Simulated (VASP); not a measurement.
# Si6Ru in VASP: notebook, part 2 of 2

VASP 6.6.1. The steps go on from the part before.

### Step 4. Single point, PBEsol, collinear spin, ferromagnetic start

File INCAR:

```
SYSTEM = Si6Ru
PREC = Accurate ; ENCUT = 400
EDIFF = 1E-6 ; ISMEAR = 0
SIGMA = 0.05 ; LREAL = .FALSE.
LASPH = .TRUE. ; NELM = 200
ALGO = Normal ; ISIF = 2
LWAVE = .FALSE. ; LCHARG = .FALSE.
ISPIN = 2 ; MAGMOM = 0 0 0 0 0 0 4
LORBIT = 11 ; LMAXMIX = 4
LDIPOL = .TRUE. ; IDIPOL = 3
DIPOL = 0.5 0.5 0.491 ; GGA = PS
NBANDS = 32 ; GGA_COMPAT = .FALSE.
NELMDL = -8
```

File KPOINTS:

```
regular mesh
0
G
  9 9 1
  0 0 0
```

File POSCAR:

```
Si6Ru
1.0
    3.8417168278      0.0000000000      0.0000000000
   -1.9208584139      3.3270243670      0.0000000000
    0.0000000000      0.0000000000     26.0576844733
Si Ru
6 1
Direct
    0.3333333333      0.6666666666      0.3261993601
    0.0000000000      0.0000000000      0.3562936366
    0.0000000000      0.0000000000      0.4465764664
    0.6666121532      0.3333060766      0.4763430845
    0.6639556005      0.3319778003      0.5646632457
    0.3277192511      0.6638596256      0.6195173454
   -0.3394427608      0.3302786196      0.6482734496
```

Potentials or basis: VASP PAW PBE potentials, release 64 (Si, Ru_pv).

On the command line:

```console
> cat potpaw_PBE.64/Si/POTCAR potpaw_PBE.64/Ru_pv/POTCAR > POTCAR
> mpirun -np 1 vasp_std > vasp.out
```

OUTCAR:

```text
SYSTEM = Si6Ru
   PREC = Accurate
   ENCUT = 400
   EDIFF = 1E-6
   ISMEAR = 0
   LREAL = .FALSE.
   LASPH = .TRUE.
   NELM = 200
   ISIF = 2
   ISPIN = 2
   LORBIT = 11
   GGA = PS
   NELMDL = -8

 ion  position               nearest neighbor table
   1  0.333  0.667  0.326-   2 2.35   2 2.35   2 2.35
   2  0.000  0.000  0.356-   1 2.35   1 2.35   1 2.35   3 2.35
   3  0.000  0.000  0.447-   4 2.35   4 2.35   4 2.35   2 2.35
   4  0.667  0.333  0.476-   5 2.30   3 2.35   3 2.35   3 2.35
   5  0.664  0.332  0.565-   7 2.18   4 2.30   6 2.63   6 2.64   6 2.64
   6  0.328  0.664  0.620-   7 2.34   7 2.34   7 2.34   5 2.63   5 2.64   5 2.64
   7  0.661  0.330  0.648-   5 2.18   6 2.34   6 2.34   6 2.34

  LATTYP: Found a hexagonal cell.
 ALAT       =     3.8417168278
 C/A-ratio  =     6.7828227955

  Lattice vectors:

 A1 = (   3.8417168278,   0.0000000000,   0.0000000000)
 A2 = (  -1.9208584139,   3.3270243670,   0.0000000000)
 A3 = (   0.0000000000,   0.0000000000,  26.0576844733)

Analysis of symmetry for initial positions (statically):
=====================================================================
 Subroutine PRICEL returns:
 Original cell was already a primitive cell.

 Routine SETGRP: Setting up the symmetry group for a
 hexagonal supercell.

 Subroutine GETGRP returns: Found  2 space group operations
 (whereof  2 operations were pure point group operations)
 out of a pool of 24 trial point group operations.

The static configuration has the point symmetry C_1h.

Analysis of symmetry for dynamics (positions and initial velocities):
=====================================================================
 Subroutine PRICEL returns:
 Original cell was already a primitive cell.

 Routine SETGRP: Setting up the symmetry group for a
 hexagonal supercell.

 Subroutine GETGRP returns: Found  2 space group operations
 (whereof  2 operations were pure point group operations)
 out of a pool of 24 trial point group operations.

The dynamic configuration has the point symmetry C_1h.

Analysis of structural, dynamic, and magnetic symmetry:
=====================================================================
 Subroutine PRICEL returns:
 Original cell was already a primitive cell.

 Routine SETGRP: Setting up the symmetry group for a
 hexagonal supercell.

 Subroutine GETGRP returns: Found  2 space group operations
 (whereof  2 operations were pure point group operations)
 out of a pool of 24 trial point group operations.

The overall configuration has the point symmetry C_1h.

 Subroutine INISYM returns: Found  2 space group operations
 (whereof  2 operations are pure point group operations),
 and found     1 'primitive' translations

----------------------------------------------------------------------------------------

                                     Primitive cell

  volume of cell :     333.0559

  direct lattice vectors                    reciprocal lattice vectors
     3.841716828  0.000000000  0.000000000     0.260300289  0.150284442  0.000000000
    -1.920858414  3.327024367  0.000000000     0.000000000  0.300568884  0.000000000
[... 110 lines left out ...]
   EFERMI_NEDOS =   21; number of points for ismear=-14 and -15
   IALGO  =     38    algorithm
   IMIX   =      4    mixing-type and parameters
     AMIX     =   0.40;   BMIX     =  1.00
     AMIX_MAG =   1.60;   BMIX_MAG =  1.00
  volume/ion in A,a.u.               =      47.58       321.08
  Fermi-wavevector in a.u.,A,eV,Ry     =   0.794018  1.500476  8.577990  0.630464
  Thomas-Fermi vector in A             =   1.900068
   LORBIT       =     11    0 simple, 1 ext, 2 COOP (PROOUT), +10 PAW based schemes
   GGA     = PS    functional components
   LHFCALC =     F    Hartree Fock is set to
   AEXX    =    0.0000 exact exchange contribution
   IVDW    =     0    specifies the selected vdW correction
   LEPSILON=     F    determine dielectric tensor
   LRPA    =     F    only Hartree local field effects (RPA)
 spin polarized calculation
 Gauss-broadening in eV      SIGMA  =   0.05
  energy-cutoff  :      400.00
  volume of cell :      333.06
 maximum number of plane-waves:      6085
 NGX is ok and might be reduce to    28
   NGX = 13   NGY = 13   NGZ = 85

 dipolmoment           0.000000      0.000000      0.506471 electrons x Angstroem

 number of electron      37.9999997 magnetization       0.0435801

 number of electron      37.9999997 magnetization      -0.9185221

 dipolmoment           0.000000      0.000000     -0.029559 electrons x Angstroem

 Free energy of the ion-electron system (eV)
  ---------------------------------------------------
  ext. energy  EPLUGINS =         0.00000000
  ---------------------------------------------------
  free energy    TOTEN  =       -41.17606568 eV

  energy without entropy =      -41.17128785  energy(sigma->0) =      -41.17367676

 E-fermi :  -0.1328     XC(G=0):  -4.6730

 val. band max:       -0.1347052810   @ k =   0.3333   0.2222   0.0000
 cond. band min:      -0.0924163973   @ k =   0.0000   0.3333   0.0000
 fundamental gap:      0.0422888837
 Fermi energy:        -0.1328491449

 spin component 1

 k-point     1 :       0.0000    0.0000    0.0000
  band No.  band energies     occupation
      1     -42.2744      1.00000
      2     -42.0694      1.00000
      3     -42.0674      1.00000
      4     -11.8910      1.00000
      5     -10.8599      1.00000
      6     -10.1594      1.00000
[... 805 lines left out ...]
     30       5.6609      0.00000
     31       6.0881      0.00000

 [... further k-points ...]

 spin component 2

 k-point     1 :       0.0000    0.0000    0.0000
  band No.  band energies     occupation
      1     -42.3328      1.00000
      2     -42.1104      1.00000
      3     -42.1087      1.00000
      4     -11.9766      1.00000
      5     -10.9737      1.00000
      6     -10.2558      1.00000
[... 805 lines left out ...]
     30       5.4889      0.00000
     31       5.9801      0.00000

 [... further k-points ...]

 [bands above 31 left out]

------------------------ aborting loop because EDIFF is reached ----------------------------------------

 vacuum level on the upper side and lower side of the slab       (xc-potential included)        -0.186         0.219

  FORCE on cell =-STRESS in cart. coord.  units (eV):
  Direction    XX          YY          ZZ          XY          YZ          ZX
  --------------------------------------------------------------------------------------
  -------------------------------------------------------------------------------------
  Total       -3.1221427     -3.1228865     -0.1191009      0.0006441      0.0294407      0.0509927
  in kB      -15.0191787    -15.0227564     -0.5729393      0.0030984      0.1416254      0.2453023
  external PRESSURE =     -10.2049581 kB  Pullay stress =       0.0000000 kB

 VOLUME and BASIS-vectors are now :
 -----------------------------------------------------------------------------
  energy-cutoff  :      400.00
  volume of cell :      333.06
      direct lattice vectors                 reciprocal lattice vectors
     3.841716828  0.000000000  0.000000000     0.260300289  0.150284442  0.000000000
    -1.920858414  3.327024367  0.000000000     0.000000000  0.300568884  0.000000000
     0.000000000  0.000000000 26.057684473     0.000000000  0.000000000  0.038376395

 POSITION                                       TOTAL-FORCE (eV/Angst)
 -----------------------------------------------------------------------------------
     -0.00000      2.21802      8.50000        -0.000370     -0.000213      0.465594
      0.00000      0.00000      9.28419        -0.001157     -0.000668     -0.566717
      0.00000      0.00000     11.63675        -0.000829     -0.000479      0.139313
      1.92070      1.10892     12.41240        -0.005905     -0.003409     -0.024552
      1.91305      1.10450     14.71382        -0.004211     -0.002431     -0.085894
     -0.01618      2.20868     16.14319         0.001571      0.000907     -0.016666
      1.90326      1.09885     16.89251         0.010901      0.006294      0.088922
 -----------------------------------------------------------------------------------
    total drift:                               -0.000075     -0.000043     -0.000539

  FREE ENERGIE OF THE ION-ELECTRON SYSTEM (eV)
  ---------------------------------------------------
  free  energy   TOTEN  =       -41.1760656783 eV

  energy  without entropy=      -41.1712878453  energy(sigma->0) =      -41.17367676

 vacuum level on the upper side and lower side of the slab         4.139         4.639

 total charge

# of ion       s       p       d       tot
------------------------------------------
    1        0.796   0.849   0.000   1.645
    2        0.756   0.918   0.000   1.674
    3        0.768   0.911   0.000   1.679
    4        0.759   0.928   0.000   1.687
    5        0.793   0.811   0.000   1.604
    6        0.771   0.846   0.000   1.617
    7        0.343   6.169   6.378  12.890
--------------------------------------------------
tot          4.985  11.432   6.378  22.795

 magnetization (x)

# of ion       s       p       d       tot
------------------------------------------
    1       -0.029  -0.153   0.000  -0.181
    2       -0.003  -0.011   0.000  -0.013
    3       -0.010  -0.033   0.000  -0.043
    4       -0.003  -0.014   0.000  -0.017
    5       -0.006  -0.005   0.000  -0.012
    6       -0.002  -0.016   0.000  -0.018
    7       -0.004  -0.005  -0.060  -0.069
--------------------------------------------------
tot         -0.057  -0.237  -0.060  -0.354
```

It took 30 min on 1 thread of Intel Xeon Platinum 8488C (Sapphire Rapids), shared host; peak memory 0.61 GiB.

Results:

* Free energy: -41.1761 eV
* Largest force: 0.567 eV/Å
* Net moment: -0.92 μB per cell
* Site moments: Si -0.18, -0.01, -0.04, -0.02 (each value once); Ru -0.07 μB
* Valence electrons inside the program's atomic spheres: Si 1.65, 1.67, 1.68, 1.69, 1.60, 1.62; Ru 12.89

Forces in eV/Å, atoms in the order of the input:
```
Si   0.000  0.000  0.466
Si  -0.001 -0.001 -0.567
Si  -0.001  0.000  0.139
Si  -0.006 -0.003 -0.025
Si  -0.004 -0.002 -0.086
Si   0.002  0.001 -0.017
Ru   0.011  0.006  0.089
```

Caveat: a moment this small can come from the mesh or the smearing; the PAW data sets were made with another functional, which shifts forces and pressure a little.

### Step 5. Summary

```tsv
cell	gap on the mesh (eV)	moment (μB)	largest force (eV/Å)
as given, atomic positions A	none	1.69	0.81
as given, atomic positions B	none	0.93	0.64
as given, atomic positions C	none	0.92	0.57
```

Alike in all rows: task single point; level PBEsol; potentials or basis VASP PAW PBE potentials, release 64 (Si, Ru_pv); spin collinear, ferromagnetic start; k mesh 9 × 9 × 1; cutoff (eV) 400; smearing gaussian 0.05 eV.

Caveats: the PAW data sets were made with another functional, which shifts forces and pressure a little; a moment this small can come from the mesh or the smearing (at least some runs).

Total energies depend on the potentials used, so only differences within one code and one set of settings carry meaning.

The gap in the log of VASP goes by the Fermi energy; the results here count the filled bands.